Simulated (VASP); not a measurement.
Crystal: KAs4.

```xyz
5
Lattice="3.7708 0.0000 0.0000 0.0000 3.7708 0.0000 0.0000 0.0000 8.2237" Properties=species:S:1:pos:R:3 pbc="T T T"
K     0.0000    0.0000    0.0000
As    0.0000    1.8854    6.0019
As    1.8854    0.0000    6.0019
As    0.0000    1.8854    2.2219
As    1.8854    0.0000    2.2219
```

- Program: VASP 6.6.1
- Task: relaxation of cell and atoms
- Functional: PBE
- Dispersion: D3(BJ)
- Potentials or basis: VASP PAW PBE potentials, release 64 (K_sv, As)
- Cutoff: 600 eV
- k mesh: 4 × 4 × 2
- Occupations: gaussian, width 0.1 eV
- Spin: no spin polarisation

At the start: pressure 5.2 GPa; volume 23.39 Å³/atom.

Q: Where does the relaxation end?

A: Over 13 steps the energy falls by 295.2 meV/atom and the volume is 26.18 Å³/atom (+11.9 %); space group P4/mmm (No. 123, to 0.1 Å) before and after.

The path:
```
step  energy change (eV)  largest force (eV/Å)  pressure (GPa)  volume (Å³)
   1              0.0000                1.4510            5.18       116.93
   2             -0.9796                0.6282           -0.24       129.88
   3             -1.2753                0.1824           -3.08       141.76
   4             -1.3588                0.0280            2.64       132.81
   5             -1.4403                0.0910           -0.07       136.38
   6             -1.4402                0.0894           -0.01       136.27
   7             -1.4425                0.0871            0.01       136.07
   8             -1.4488                0.0793            0.01       135.45
   9             -1.4602                0.0623            0.02       134.21
  10             -1.4745                0.0171            0.11       131.74
  11             -1.4758                0.0062            0.20       130.56
  12             -1.4372                0.0063           -1.93       134.35
  13             -1.4762                0.0057           -0.01       130.89
```

Final structure:
```
CELL_PARAMETERS angstrom
3.70133 0.00000 0.00000
0.00000 3.70133 0.00000
0.00000 0.00000 9.55447
ATOMIC_POSITIONS crystal
K 0.00000 0.00000 0.00000
As 0.00000 0.50000 0.69714
As 0.50000 0.00000 0.69714
As 0.00000 0.50000 0.30286
As 0.50000 0.00000 0.30286
```

Caveat: the k points lie up to 0.42 Å⁻¹ apart in the final cell, too coarse for converged energies and pressures of a metal; a cell axis changed by over 15 % at a fixed basis, so the end point is rough.
